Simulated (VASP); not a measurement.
# Ge (Fd-3m) in VASP: vibrations by perturbation theory with LDA

Aim: the vibrations by perturbation theory of Ge with LDA.

All numbers are computed with VASP 6.6.1; they aren't measurements. Logs are shortened: lines on timing, memory, paths and dates and some standing lists are left out, and cuts for length are marked.

### Step 1. The cell of the first run

It takes space group Fd-3m (No. 227, cubic). The conventional cell has a = 5.353 Å, b = 5.353 Å, c = 5.353 Å, α = 90.00°, β = 90.00°, γ = 90.00°. Ge (site symmetry -43m) has 4 Ge at 2.32 Å within 3.1 Å.

### Step 2. Vibrations by perturbation theory, LDA

File INCAR:

```
SYSTEM = Ge
PREC     = Accurate       ! precision mode
ENCUT    = 520            ! plane-wave cutoff, eV
EDIFF    = 1E-8           ! SCF threshold, eV
ISMEAR   = 0              ! smearing method
SIGMA    = 0.01           ! smearing width, eV
LREAL    = .FALSE.        ! projectors in reciprocal space
LASPH    = .TRUE.         ! aspherical terms in the spheres
NELM     = 80             ! most SCF steps
ALGO     = Normal         ! electronic algorithm
ISIF     = 2              ! what is computed and relaxed
LWAVE    = .FALSE.        ! write WAVECAR
LCHARG   = .FALSE.        ! write CHGCAR
GGA      = CA             ! functional
IBRION   = 8              ! ionic algorithm
NSW      = 1              ! ionic steps
```

File KPOINTS:

```
Automatic mesh
0
G
  12 12 12
  0 0 0
```

File POSCAR:

```
Ge
1.0
    0.0000000000      2.6765734125      2.6765734125
    2.6765734125      0.0000000000      2.6765734125
    2.6765734125      2.6765734125      0.0000000000
Ge
2
Direct
    0.5000000000      0.5000000000      0.5000000000
    0.7500000000      0.7500000000      0.7500000000
```

Potentials or basis: VASP PAW LDA potentials, release 64 (Ge_d).

Launch:

```bash
$ cat potpaw_LDA.64/Ge_d/POTCAR > POTCAR
$ mpirun -np 1 vasp_std > vasp.out
```

OUTCAR:

```text
SYSTEM = Ge
   PREC = Accurate
   ENCUT = 520
   EDIFF = 1E-8
   ISMEAR = 0
   LREAL = .FALSE.
   LASPH = .TRUE.
   NELM = 80
   ISIF = 2
   GGA = CA
   IBRION = 8
   NSW = 1

 ion  position               nearest neighbor table
   1  0.500  0.500  0.500-   2 2.32   2 2.32   2 2.32   2 2.32
   2  0.750  0.750  0.750-   1 2.32   1 2.32   1 2.32   1 2.32

  LATTYP: Found a face centered cubic cell.
 ALAT       =     5.3531468250

  Lattice vectors:

 A1 = (   0.0000000000,   2.6765734125,   2.6765734125)
 A2 = (   2.6765734125,   0.0000000000,   2.6765734125)
 A3 = (   2.6765734125,   2.6765734125,   0.0000000000)

Analysis of symmetry for initial positions (statically):
=====================================================================
 Subroutine PRICEL returns:
 Original cell was already a primitive cell.

 Routine SETGRP: Setting up the symmetry group for a
 face centered cubic supercell.

 Subroutine GETGRP returns: Found 48 space group operations
 (whereof 24 operations were pure point group operations)
 out of a pool of 48 trial point group operations.

The static configuration has the point symmetry T_d .
 The point group associated with its full space group is O_h .

Analysis of symmetry for dynamics (positions and initial velocities):
=====================================================================
 Subroutine PRICEL returns:
 Original cell was already a primitive cell.

 Routine SETGRP: Setting up the symmetry group for a
 face centered cubic supercell.

 Subroutine GETGRP returns: Found 48 space group operations
 (whereof 24 operations were pure point group operations)
 out of a pool of 48 trial point group operations.

The dynamic configuration has the point symmetry T_d .
 The point group associated with its full space group is O_h .

 Subroutine INISYM returns: Found 48 space group operations
 (whereof 24 operations are pure point group operations),
 and found     1 'primitive' translations

----------------------------------------------------------------------------------------

                                     Primitive cell

  volume of cell :      38.3502

  direct lattice vectors                    reciprocal lattice vectors
     0.000000000  2.676573412  2.676573412    -0.186806010  0.186806010  0.186806010
     2.676573412  0.000000000  2.676573412     0.186806010 -0.186806010  0.186806010
     2.676573412  2.676573412  0.000000000     0.186806010  0.186806010 -0.186806010

  length of vectors
     3.785246421  3.785246421  3.785246421     0.323557501  0.323557501  0.323557501

  position of ions in fractional coordinates (direct lattice)
     0.500000000  0.500000000  0.500000000
     0.750000000  0.750000000  0.750000000

  ion indices of the primitive-cell ions
   primitive index   ion index
                 1           1
                 2           2

----------------------------------------------------------------------------------------

 KPOINTS: Automatic mesh

Automatic generation of k-mesh.
 Grid dimensions read from file:
 generate k-points for:   12   12   12

 Generating k-lattice:

  Cartesian coordinates                     Fractional coordinates (reciprocal lattice)
[... 64 lines left out ...]
   IBRION =      8    ionic relax: 0-MD 1-quasi-New 2-CG
   NFREE  =      0    steps in history (QN), initial steepest desc. (CG)
   ISIF   =      2    stress and relaxation
   ISYM   =      2    0-nonsym 1-usesym 2-fastsym
   POTIM  = 0.5000    time-step for ionic-motion
   TEBEG  =    0.0;   TEEND  =   0.0 temperature during run
   PSTRESS=    0.0 pullay stress
   NELECT =      28.0000    total number of electrons
   NUPDOWN=      -1.0000    fix difference up-down
   EMIN   =  10.00;   EMAX   =-10.00  energy-range for DOS
   EFERMI =   0.00;   METHOD = LEGACY
   ISMEAR =     0;   SIGMA  =   0.01  broadening in eV -4-tet -1-fermi 0-gaus
   EFERMI_NEDOS =   21; number of points for ismear=-14 and -15
   IALGO  =     38    algorithm
   IMIX   =      4    mixing-type and parameters
     AMIX     =   0.40;   BMIX     =  1.00
     AMIX_MAG =   1.60;   BMIX_MAG =  1.00
  volume/ion in A,a.u.               =      19.18       129.40
  Fermi-wavevector in a.u.,A,eV,Ry     =   1.474139  2.785718 29.566615  2.173085
  Thomas-Fermi vector in A             =   2.588946
   LORBIT       =      0    0 simple, 1 ext, 2 COOP (PROOUT), +10 PAW based schemes
   GGA     = CA    functional components
   LHFCALC =     F    Hartree Fock is set to
   AEXX    =    0.0000 exact exchange contribution
   IVDW    =     0    specifies the selected vdW correction
   LEPSILON=     F    determine dielectric tensor
   LRPA    =     F    only Hartree local field effects (RPA)
 non-spin polarized calculation
 Gauss-broadening in eV      SIGMA  =   0.01
  energy-cutoff  :      520.00
  volume of cell :       38.35
 maximum number of plane-waves:      1056
   NGX = 15   NGY = 15   NGZ = 15

--------------------------------------- Ionic step        1  -------------------------------------------

 number of electron      27.9999989 magnetization

 Free energy of the ion-electron system (eV)
  ---------------------------------------------------
  ext. energy  EPLUGINS =         0.00000000
  ---------------------------------------------------
  free energy    TOTEN  =       -10.13482713 eV

  energy without entropy =      -10.13482713  energy(sigma->0) =      -10.13482713

 E-fermi :   6.5656     XC(G=0): -11.0969

 val. band max:        6.4992555493   @ k =   0.0000   0.0000   0.0000
 cond. band min:       6.7213028692   @ k =   0.4167   0.4167   0.0000
 fundamental gap:      0.2220473199
 Fermi energy:         6.5655719286

 k-point     1 :       0.0000    0.0000    0.0000
  band No.  band energies     occupation
      1     -18.7619      2.00000
      2     -18.7619      2.00000
      3     -18.7619      2.00000
      4     -18.7105      2.00000
      5     -18.7105      2.00000
      6     -18.3908      2.00000
[... 481 lines left out ...]
      5     -18.6144      2.00000
      6     -18.4749      2.00000
[... 10 lines left out ...]
     17      11.4428      0.00000
     18      14.6962      0.00000

 [... further k-points ...]
[... 5 lines left out ...]
  --------------------------------------------------------------------------------------
  -------------------------------------------------------------------------------------
  Total        3.6526737      3.6526737      3.6526737     -0.0000000      0.0000000     -0.0000000
  in kB      152.5998080    152.5998080    152.5998080     -0.0000000      0.0000000     -0.0000000
  external PRESSURE =     152.5998080 kB  Pullay stress =       0.0000000 kB

 VOLUME and BASIS-vectors are now :
 -----------------------------------------------------------------------------
  energy-cutoff  :      520.00
  volume of cell :       38.35
      direct lattice vectors                 reciprocal lattice vectors
     0.000000000  2.676573412  2.676573412    -0.186806010  0.186806010  0.186806010
     2.676573412  0.000000000  2.676573412     0.186806010 -0.186806010  0.186806010
     2.676573412  2.676573412  0.000000000     0.186806010  0.186806010 -0.186806010

 POSITION                                       TOTAL-FORCE (eV/Angst)
 -----------------------------------------------------------------------------------
      2.67657      2.67657      2.67657        -0.000000      0.000000     -0.000000
      4.01486      4.01486      4.01486         0.000000     -0.000000      0.000000
 -----------------------------------------------------------------------------------
    total drift:                                0.000000      0.000000      0.000000

  FREE ENERGIE OF THE ION-ELECTRON SYSTEM (eV)
  ---------------------------------------------------
  free  energy   TOTEN  =       -10.1348271289 eV

  energy  without entropy=      -10.1348271289  energy(sigma->0) =      -10.13482713

[... ionic steps 2 to 3 ...]

--------------------------------------- Ionic step        4  -------------------------------------------

 Free energy of the ion-electron system (eV)
  ---------------------------------------------------
  ---------------------------------------------------
  free energy    TOTEN  =        -0.19527392 eV

  energy without entropy =       -0.19527392

------------------------ aborting loop because EDIFF is reached ----------------------------------------

 INTERNAL STRAIN TENSOR  FOR ION    1  DIRECTION 1   (eV/Angst):
 -----------------------------------------------------------------------------
    -0.01564  0.00000  0.00000
     0.00000  0.00864 14.75165
     0.00000 14.75165  0.00864

 INTERNAL STRAIN TENSOR FOR ION    2 for displacements in x,y,z  (eV/Angst):
          X           Y           Z          XY          YZ          ZX
  --------------------------------------------------------------------------------
  x     0.00000    -0.00000    -0.00000     0.00000   -14.75165     0.00000
  y    -0.00000     0.00000    -0.00000     0.00000     0.00000   -14.75165
  z    -0.00000    -0.00000     0.00000   -14.75165     0.00000     0.00000

 SECOND DERIVATIVES (NOT SYMMETRIZED)
 ------------------------------------
               1X          1Y          1Z          2X          2Y          2Z
  1X   -15.857430    0.000000    0.000000   15.857430    0.000000    0.000000
  1Y     0.000000  -15.857430    0.000000    0.000000   15.857430    0.000000
  1Z     0.000000    0.000000  -15.857430    0.000000    0.000000   15.857430
  2X    15.857430    0.000000    0.000000  -15.857430    0.000000    0.000000
  2Y     0.000000   15.857430    0.000000    0.000000  -15.857430    0.000000
  2Z     0.000000    0.000000   15.857430    0.000000    0.000000  -15.857430

 Eigenvectors and eigenvalues of the dynamical matrix
 ----------------------------------------------------

   1 f  =   10.331988 THz    64.917798 2PiTHz  344.638035 cm-1    42.729651 meV
             X         Y         Z           dx          dy          dz
      2.676573  2.676573  2.676573     0.000000   -0.707107    0.000000
      4.014860  4.014860  4.014860     0.000000    0.707107    0.000000
[... 21 lines left out ...]
   6 f  =    0.000000 THz     0.000000 2PiTHz    0.000000 cm-1     0.000000 meV
             X         Y         Z           dx          dy          dz
      2.676573  2.676573  2.676573     0.000000    0.000000    0.707107
      4.014860  4.014860  4.014860     0.000000    0.000000    0.707107

--------------------------------------------------------------------------------------------------------

 ELASTIC MODULI CONTR FROM IONIC RELAXATION (kBar)
 Direction    XX          YY          ZZ          XY          YZ          ZX
 --------------------------------------------------------------------------------
 XX          -0.0000     -0.0000     -0.0000     -0.0000      0.0000     -0.0000
 YY          -0.0000     -0.0000     -0.0000     -0.0000     -0.0000      0.0000
 ZZ          -0.0000     -0.0000     -0.0000      0.0000     -0.0000     -0.0000
 XY          -0.0000     -0.0000      0.0000   -573.3126      0.0000      0.0000
 YZ           0.0000     -0.0000     -0.0000      0.0000   -573.3126      0.0000
 ZX          -0.0000      0.0000     -0.0000      0.0000      0.0000   -573.3126
 --------------------------------------------------------------------------------
```

Wall time 5.8 min (1 thread of Intel Xeon 8259CL, shared host); peak memory 0.45 GiB.

Results:

```
Highest phonon frequency at Γ : 345 cm⁻¹
```

Phonon frequencies in cm⁻¹ (negative: imaginary):
```
              q point        frequencies
(0.000, 0.000, 0.000)  0 0 0 345 345 345
```

Caveat: the cell wasn't relaxed at this level first, which shifts response properties.
